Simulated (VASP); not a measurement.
# TaN (Fm-3m) in VASP: settings compared, part 2 of 3

VASP 6.6.1.

## 5. Relaxation of cell and atoms, PBEsol

This run uses another cell than the first one, of 10.35 Å³/atom.

INCAR

```
ALGO = Normal
EDIFF = 1E-6
EDIFFG = -0.01
ENCUT = 600
GGA = PS
IBRION = 2
ISIF = 3
ISMEAR = 1
LASPH = True
LCHARG = False
LREAL = False
LWAVE = False
NELM = 60
NSW = 80
PREC = Accurate
SIGMA = 0.05
```

KPOINTS

```
k-points
0
Gamma
  10 10 10
```

POSCAR

```
TaN
1.0
    0.0000000000      2.1790000000      2.1790000000
    2.1790000000      0.0000000000      2.1790000000
    2.1790000000      2.1790000000      0.0000000000
Ta N
1 1
Direct
    0.5000000000      0.5000000000      0.5000000000
    0.0000000000      0.0000000000      0.0000000000
```

Potentials or basis: VASP PAW PBE potentials, release 64 (Ta_pv, N).

Started as:

```sh
> cat potpaw_PBE.64/Ta_pv/POTCAR potpaw_PBE.64/N/POTCAR > POTCAR
> mpirun -np 1 vasp_std > vasp.out
```

OUTCAR:

```text
EDIFF = 1E-6
   EDIFFG = -0.01
   ENCUT = 600
   GGA = PS
   IBRION = 2
   ISIF = 3
   ISMEAR = 1
   LASPH = True
   LREAL = False
   NELM = 60
   NSW = 80
   PREC = Accurate

 ion  position               nearest neighbor table
   1  0.500  0.500  0.500-   2 2.18   2 2.18   2 2.18   2 2.18   2 2.18   2 2.18
   2  0.000  0.000  0.000-   1 2.18   1 2.18   1 2.18   1 2.18   1 2.18   1 2.18

  LATTYP: Found a face centered cubic cell.
 ALAT       =     4.3580000000

  Lattice vectors:

 A1 = (   0.0000000000,   2.1790000000,   2.1790000000)
 A2 = (   2.1790000000,   0.0000000000,   2.1790000000)
 A3 = (   2.1790000000,   2.1790000000,   0.0000000000)

Analysis of symmetry for initial positions (statically):
=====================================================================
 Subroutine PRICEL returns:
 Original cell was already a primitive cell.

 Routine SETGRP: Setting up the symmetry group for a
 face centered cubic supercell.

 Subroutine GETGRP returns: Found 48 space group operations
 (whereof 48 operations were pure point group operations)
 out of a pool of 48 trial point group operations.

The static configuration has the point symmetry O_h .

Analysis of symmetry for dynamics (positions and initial velocities):
=====================================================================
 Subroutine PRICEL returns:
 Original cell was already a primitive cell.

 Routine SETGRP: Setting up the symmetry group for a
 face centered cubic supercell.

 Subroutine GETGRP returns: Found 48 space group operations
 (whereof 48 operations were pure point group operations)
 out of a pool of 48 trial point group operations.

The dynamic configuration has the point symmetry O_h .

 Subroutine INISYM returns: Found 48 space group operations
 (whereof 48 operations are pure point group operations),
 and found     1 'primitive' translations

----------------------------------------------------------------------------------------

[... 137 lines left out ...]
  ---------------------------------------------------
  ext. energy  EPLUGINS =         0.00000000
  ---------------------------------------------------
  free energy    TOTEN  =       -23.22112502 eV

  energy without entropy =      -23.22067822  energy(sigma->0) =      -23.22097609

------------------------ aborting loop because EDIFF is reached ----------------------------------------

  FORCE on cell =-STRESS in cart. coord.  units (eV):
  Direction    XX          YY          ZZ          XY          YZ          ZX
  --------------------------------------------------------------------------------------
  -------------------------------------------------------------------------------------
  Total        0.6812309      0.6812309      0.6812309      0.0000000      0.0000000      0.0000000
  in kB       52.7476656     52.7476656     52.7476656      0.0000000      0.0000000      0.0000000
  external PRESSURE =      52.7476656 kB  Pullay stress =       0.0000000 kB
[... 59 lines left out ...]
--------------------------------------- Ionic step        3  -------------------------------------------

 number of electron      16.0000000 magnetization

 Free energy of the ion-electron system (eV)
  ---------------------------------------------------
  ext. energy  EPLUGINS =         0.00000000
  ---------------------------------------------------
  free energy    TOTEN  =       -23.22596479 eV

  energy without entropy =      -23.22553426  energy(sigma->0) =      -23.22582128

 E-fermi :   9.5710     XC(G=0): -13.6604

 val. band max:        9.5433074167   @ k =   0.0000   0.0000   0.0000
 cond. band min:       9.5858815903   @ k =  -0.3000   0.3000   0.1000
 fundamental gap:      0.0425741736
 Fermi energy:         9.5710170399

 k-point     1 :       0.0000    0.0000    0.0000
  band No.  band energies     occupation
      1     -26.1749      2.00000
      2     -26.1749      2.00000
      3     -26.1749      2.00000
      4      -9.3814      2.00000
      5       5.7057      2.00000
      6       5.7057      2.00000
      7       5.7057      2.00000
      8       7.3505      2.00000
      9       7.3505      2.00000
     10       7.3505      2.00000
     11       9.5433      1.79680
     12       9.5433      1.79680
[... 331 lines left out ...]
 k-point    24 :       0.4000    0.3000    0.0000
  band No.  band energies     occupation
      1     -26.8174      2.00000
      2     -26.4306      2.00000
      3     -26.4033      2.00000
      4      -7.7715      2.00000
      5       1.5105      2.00000
      6       3.5666      2.00000
      7       4.2933      2.00000
      8       5.5930      2.00000
      9      11.7114      0.00000
     10      12.5165      0.00000
     11      12.5966      0.00000
     12      13.5378      0.00000

 [... further k-points ...]

------------------------ aborting loop because EDIFF is reached ----------------------------------------

  FORCE on cell =-STRESS in cart. coord.  units (eV):
  Direction    XX          YY          ZZ          XY          YZ          ZX
  --------------------------------------------------------------------------------------
  -------------------------------------------------------------------------------------
  Total       -0.0064258     -0.0064258     -0.0064258     -0.0000000     -0.0000000     -0.0000000
  in kB       -0.4904047     -0.4904047     -0.4904047     -0.0000000     -0.0000000     -0.0000000
  external PRESSURE =      -0.4904047 kB  Pullay stress =       0.0000000 kB
[... 17 lines left out ...]
  FREE ENERGIE OF THE ION-ELECTRON SYSTEM (eV)
  ---------------------------------------------------
  free  energy   TOTEN  =       -23.2259647893 eV

  energy  without entropy=      -23.2255342644  energy(sigma->0) =      -23.22582128

 reached required accuracy - stopping structural energy minimisation
```

It took 42 s on 1 thread of Intel Xeon 8259CL, shared host; peak memory 0.18 GiB.

What came out:

| Property | Result |
| --- | --- |
| Free energy | -23.2260 eV |
| Relaxed volume | 10.50 Å³/atom |
| Relaxed cell | a = 3.096 Å, b = 3.096 Å, c = 3.096 Å, α = 60.00°, β = 60.00°, γ = 60.00° |
| Space group after relaxing (to 0.1 Å) | Fm-3m (No. 225) |
| Energy gained by relaxing | 2.4 meV/atom |
| Ionic steps | 3 |
| Pressure after relaxing | 0.0 GPa |

The path:
```csv
step,energy change (eV),largest force (eV/Å),pressure (GPa),volume (Å³)
1,0.0000,0.0000,5.27,20.69
2,0.0225,0.0000,-11.47,21.73
3,-0.0048,0.0000,-0.05,20.99
```

Final structure:
```xyz
2
Lattice="0.0000 2.1895 2.1895 2.1895 0.0000 2.1895 2.1895 2.1895 0.0000" Properties=species:S:1:pos:R:3 pbc="T T T"
Ta    2.1895    2.1895    2.1895
N     0.0000    0.0000    0.0000
```

Levels at points of the mesh, in eV from the Fermi level:
| k point | band 6 | band 7 | band 8 | band 9 | band 10 | band 11 |
| --- | --- | --- | --- | --- | --- | --- |
| (0.00, 0.00, 0.00) | -3.87 | -3.87 | -2.22 | -2.22 | -2.22 | -0.03 |
| (0.50, 0.00, 0.00) | -7.72 | -7.72 | 1.89 | 1.89 | 2.00 | 3.80 |
| (0.50, 0.50, 0.00) | -5.64 | -4.68 | -4.68 | 2.07 | 3.58 | 3.58 |

Caveat: the highest band is partly filled, so the run has too few bands; the PAW data sets were made with another functional, which shifts forces and pressure a little; spin-orbit coupling is left out, which moves the levels of the heavy elements.

## 6. Relaxation of cell and atoms, LDA

This run uses another cell than the first one, of 10.35 Å³/atom.

INCAR

```
SYSTEM = TaN
PREC = Accurate ; ENCUT = 600
EDIFF = 1E-7 ; ISMEAR = 1
SIGMA = 0.05 ; LREAL = .False.
LASPH = .True. ; NELM = 60
ALGO = Normal ; ISIF = 3
LWAVE = .False. ; LCHARG = .False.
GGA = CA ; IBRION = 2
NSW = 80 ; EDIFFG = -0.01
```

KPOINTS

```
regular mesh
0
Gamma
  10 10 10
  0 0 0
```

POSCAR is that of step 5.

Potentials or basis: VASP PAW LDA potentials, release 64 (Ta_pv, N).

Started as:

```sh
> cat potpaw_LDA.64/Ta_pv/POTCAR potpaw_LDA.64/N/POTCAR > POTCAR
> mpirun -np 1 vasp_std > vasp.out
```

OUTCAR:

```text
SYSTEM = TaN
   PREC = Accurate
   ENCUT = 600
   EDIFF = 1E-7
   ISMEAR = 1
   LREAL = .False.
   LASPH = .True.
   NELM = 60
   ISIF = 3
   GGA = CA
   IBRION = 2
   NSW = 80
   EDIFFG = -0.01

 ion  position               nearest neighbor table
   1  0.500  0.500  0.500-   2 2.18   2 2.18   2 2.18   2 2.18   2 2.18   2 2.18
   2  0.000  0.000  0.000-   1 2.18   1 2.18   1 2.18   1 2.18   1 2.18   1 2.18

  LATTYP: Found a face centered cubic cell.
 ALAT       =     4.3580000000

  Lattice vectors:

 A1 = (   0.0000000000,   2.1790000000,   2.1790000000)
 A2 = (   2.1790000000,   0.0000000000,   2.1790000000)
 A3 = (   2.1790000000,   2.1790000000,   0.0000000000)

Analysis of symmetry for initial positions (statically):
=====================================================================
 Subroutine PRICEL returns:
 Original cell was already a primitive cell.

 Routine SETGRP: Setting up the symmetry group for a
 face centered cubic supercell.

 Subroutine GETGRP returns: Found 48 space group operations
 (whereof 48 operations were pure point group operations)
 out of a pool of 48 trial point group operations.

The static configuration has the point symmetry O_h .

Analysis of symmetry for dynamics (positions and initial velocities):
=====================================================================
 Subroutine PRICEL returns:
 Original cell was already a primitive cell.

 Routine SETGRP: Setting up the symmetry group for a
 face centered cubic supercell.

 Subroutine GETGRP returns: Found 48 space group operations
 (whereof 48 operations were pure point group operations)
 out of a pool of 48 trial point group operations.

The dynamic configuration has the point symmetry O_h .

 Subroutine INISYM returns: Found 48 space group operations
 (whereof 48 operations are pure point group operations),
 and found     1 'primitive' translations

----------------------------------------------------------------------------------------

                                     Primitive cell

  volume of cell :      20.6920

  direct lattice vectors                    reciprocal lattice vectors
     0.000000000  2.179000000  2.179000000    -0.229463056  0.229463056  0.229463056
     2.179000000  0.000000000  2.179000000     0.229463056 -0.229463056  0.229463056
     2.179000000  2.179000000  0.000000000     0.229463056  0.229463056 -0.229463056

  length of vectors
     3.081571352  3.081571352  3.081571352     0.397441672  0.397441672  0.397441672

  position of ions in fractional coordinates (direct lattice)
     0.500000000  0.500000000  0.500000000
     0.000000000  0.000000000  0.000000000

  ion indices of the primitive-cell ions
   primitive index   ion index
                 1           1
                 2           2

----------------------------------------------------------------------------------------

 KPOINTS: regular mesh

Automatic generation of k-mesh.
 Grid dimensions read from file:
 generate k-points for:   10   10   10

 Generating k-lattice:
[... 51 lines left out ...]
   NGXF,Y,Z  is equivalent  to a cutoff of  30.21, 30.21, 30.21 a.u.
 SYSTEM =  TaN
   PREC   = accura    normal or accurate (medium, high low for compatibility)
   ISTART =      0    job   : 0-new  1-cont  2-samecut
   ICHARG =      2    charge: 1-file 2-atom 10-const
   ISPIN  =      1    spin polarized calculation?
   LNONCOLLINEAR =      F non collinear calculations
   LSORBIT =      F    spin-orbit coupling
   LASPH  =      T    aspherical Exc in radial PAW
   ENCUT  =  600.0 eV  44.10 Ry    6.64 a.u.   6.15  6.15  6.15*2*pi/ulx,y,z
   NELM   =     60;   NELMIN=  2; NELMDL= -5     # of ELM steps
   EDIFF  = 0.1E-06   stopping-criterion for ELM
   LREAL  =      F    real-space projection
   EDIFFG = -.1E-01   stopping-criterion for IOM
   NSW    =     80    number of steps for IOM
   IBRION =      2    ionic relax: 0-MD 1-quasi-New 2-CG
   NFREE  =      1    steps in history (QN), initial steepest desc. (CG)
   ISIF   =      3    stress and relaxation
   ISYM   =      2    0-nonsym 1-usesym 2-fastsym
   POTIM  = 0.5000    time-step for ionic-motion
   TEBEG  =    0.0;   TEEND  =   0.0 temperature during run
   PSTRESS=    0.0 pullay stress
   NELECT =      16.0000    total number of electrons
   NUPDOWN=      -1.0000    fix difference up-down
   EMIN   =  10.00;   EMAX   =-10.00  energy-range for DOS
   EFERMI =   0.00;   METHOD = LEGACY
   ISMEAR =     1;   SIGMA  =   0.05  broadening in eV -4-tet -1-fermi 0-gaus
   EFERMI_NEDOS =   21; number of points for ismear=-14 and -15
   IALGO  =     38    algorithm
   IMIX   =      4    mixing-type and parameters
     AMIX     =   0.40;   BMIX     =  1.00
     AMIX_MAG =   1.60;   BMIX_MAG =  1.00
  volume/ion in A,a.u.               =      10.35        69.82
  Fermi-wavevector in a.u.,A,eV,Ry     =   1.502615  2.839530 30.719922  2.257851
  Thomas-Fermi vector in A             =   2.613832
   LORBIT       =      0    0 simple, 1 ext, 2 COOP (PROOUT), +10 PAW based schemes
   GGA     = CA    functional components
   LHFCALC =     F    Hartree Fock is set to
   AEXX    =    0.0000 exact exchange contribution
   IVDW    =     0    specifies the selected vdW correction
   LEPSILON=     F    determine dielectric tensor
   LRPA    =     F    only Hartree local field effects (RPA)
 conjugate gradient relaxation of ions
 non-spin polarized calculation
 Methfessel and Paxton  Order N= 1 SIGMA  =   0.05
  energy-cutoff  :      600.00
  volume of cell :       20.69
 maximum number of plane-waves:       701
 NGX is ok and might be reduce to    28
   NGX = 13   NGY = 13   NGZ = 13

--------------------------------------- Ionic step        1  -------------------------------------------

 number of electron      16.0000001 magnetization

 Free energy of the ion-electron system (eV)
  ---------------------------------------------------
  ext. energy  EPLUGINS =         0.00000000
  ---------------------------------------------------
  free energy    TOTEN  =       -24.16136028 eV

  energy without entropy =      -24.16099568  energy(sigma->0) =      -24.16123875

------------------------ aborting loop because EDIFF is reached ----------------------------------------

  FORCE on cell =-STRESS in cart. coord.  units (eV):
  Direction    XX          YY          ZZ          XY          YZ          ZX
  --------------------------------------------------------------------------------------
  -------------------------------------------------------------------------------------
  Total       -0.0831332     -0.0831332     -0.0831332      0.0000000      0.0000000      0.0000000
  in kB       -6.4369980     -6.4369980     -6.4369980      0.0000000      0.0000000      0.0000000
  external PRESSURE =      -6.4369980 kB  Pullay stress =       0.0000000 kB
[... 59 lines left out ...]
--------------------------------------- Ionic step        3  -------------------------------------------

 number of electron      16.0000001 magnetization

 Free energy of the ion-electron system (eV)
  ---------------------------------------------------
  ext. energy  EPLUGINS =         0.00000000
  ---------------------------------------------------
  free energy    TOTEN  =       -24.16143142 eV

  energy without entropy =      -24.16106519  energy(sigma->0) =      -24.16130934

 E-fermi :   9.7831     XC(G=0): -13.8198

 val. band max:        9.7302995836   @ k =   0.0000   0.0000   0.0000
 cond. band min:       9.7979963884   @ k =  -0.3000   0.3000   0.1000
 fundamental gap:      0.0676968048
 Fermi energy:         9.7831322535

 k-point     1 :       0.0000    0.0000    0.0000
  band No.  band energies     occupation
      1     -25.7877      2.00000
      2     -25.7877      2.00000
      3     -25.7877      2.00000
      4      -9.1002      2.00000
      5       5.8997      2.00000
      6       5.8997      2.00000
      7       5.8997      2.00000
      8       7.5125      2.00000
      9       7.5125      2.00000
     10       7.5125      2.00000
     11       9.7303      2.06010
     12       9.7303      2.06010
[... 331 lines left out ...]
 k-point    24 :       0.4000    0.3000    0.0000
  band No.  band energies     occupation
      1     -26.4784      2.00000
      2     -26.0626      2.00000
      3     -26.0331      2.00000
      4      -7.4594      2.00000
      5       1.7172      2.00000
      6       3.7423      2.00000
      7       4.4879      2.00000
      8       5.7663      2.00000
      9      11.9447      0.00000
     10      12.7737      0.00000
     11      12.8540      0.00000
     12      13.9837      0.00000

 [... further k-points ...]

------------------------ aborting loop because EDIFF is reached ----------------------------------------

  FORCE on cell =-STRESS in cart. coord.  units (eV):
  Direction    XX          YY          ZZ          XY          YZ          ZX
  --------------------------------------------------------------------------------------
  -------------------------------------------------------------------------------------
  Total        0.0000530      0.0000530      0.0000530      0.0000000     -0.0000000      0.0000000
  in kB        0.0041137      0.0041137      0.0041137      0.0000000     -0.0000000      0.0000000
  external PRESSURE =       0.0041137 kB  Pullay stress =       0.0000000 kB
[... 17 lines left out ...]
  FREE ENERGIE OF THE ION-ELECTRON SYSTEM (eV)
  ---------------------------------------------------
  free  energy   TOTEN  =       -24.1614314187 eV

  energy  without entropy=      -24.1610651910  energy(sigma->0) =      -24.16130934

 reached required accuracy - stopping structural energy minimisation
```

OSZICAR:

```text
N       E                     dE             d eps       ncg     rms          rms(c)
DAV:   1     0.946507683724E+02    0.94651E+02   -0.10208E+04  1128   0.157E+03
DAV:   2    -0.230766021115E+02   -0.11773E+03   -0.11129E+03  1312   0.352E+02
DAV:   3    -0.271324950403E+02   -0.40559E+01   -0.39581E+01  1396   0.567E+01
[... 21 lines left out ...]
DAV:   2    -0.241617005510E+02    0.10071E-02   -0.13586E-03  1200   0.427E-01    0.167E-01
DAV:   3    -0.241614298048E+02    0.27075E-03   -0.78962E-04  1280   0.332E-01    0.284E-02
DAV:   4    -0.241614308515E+02   -0.10467E-05   -0.79209E-06  1348   0.323E-02    0.166E-02
DAV:   5    -0.241614313854E+02   -0.53384E-06   -0.21739E-06  1400   0.143E-02    0.249E-03
DAV:   6    -0.241614314187E+02   -0.33327E-07   -0.94422E-08   820   0.329E-03
   3 F= -.24161431E+02 E0= -.24161309E+02  d E =-.711368E-04
```

CONTCAR:

```text
TaN
   1.00000000000000
     0.0000000000000000    2.1777605630581500    2.1777605630581500
     2.1777605630581500   -0.0000000000000000    2.1777605630581500
     2.1777605630581500    2.1777605630581500    0.0000000000000000
  Ta              N
     1     1
Direct
     0.5000000000000000    0.5000000000000000    0.5000000000000000
     0.0000000000000000    0.0000000000000000    0.0000000000000000

  0.00000000E+00  0.00000000E+00  0.00000000E+00
  0.00000000E+00  0.00000000E+00  0.00000000E+00
```

Run time: 41 s. Hardware: 1 thread of Intel Xeon 8259CL, shared host; peak memory 0.16 GiB.

What came out:

| Property | Result |
| --- | --- |
| Free energy | -24.1614 eV |
| Relaxed volume | 10.33 Å³/atom |
| Relaxed cell | a = 3.080 Å, b = 3.080 Å, c = 3.080 Å, α = 60.00°, β = 60.00°, γ = 60.00° |
| Space group after relaxing (to 0.1 Å) | Fm-3m (No. 225) |
| Energy gained by relaxing | 0.0 meV/atom |
| Ionic steps | 3 |
| Pressure after relaxing | 0.0 GPa |

Final structure:
```
Ta N
1.0
     0.00000    2.17776    2.17776
     2.17776    0.00000    2.17776
     2.17776    2.17776    0.00000
Ta N
1 1
Direct
  0.50000 0.50000 0.50000
  0.00000 0.00000 0.00000
```

Levels at points of the mesh, in eV from the Fermi level:
```csv
k point,band 5,band 6,band 7,band 8,band 9,band 10,band 11,band 12
"(0.00, 0.00, 0.00)",-3.88,-3.88,-3.88,-2.27,-2.27,-2.27,-0.05,-0.05
"(0.50, 0.00, 0.00)",-10.62,-7.82,-7.82,1.91,1.91,2.04,4.00,7.76
"(0.50, 0.50, 0.00)",-6.63,-5.73,-4.67,-4.67,2.09,3.64,3.64,4.88
```

Caveat: the highest band is partly filled, so the run has too few bands; spin-orbit coupling is left out, which moves the levels of the heavy elements.

(Part 2 of 3 ends here.)
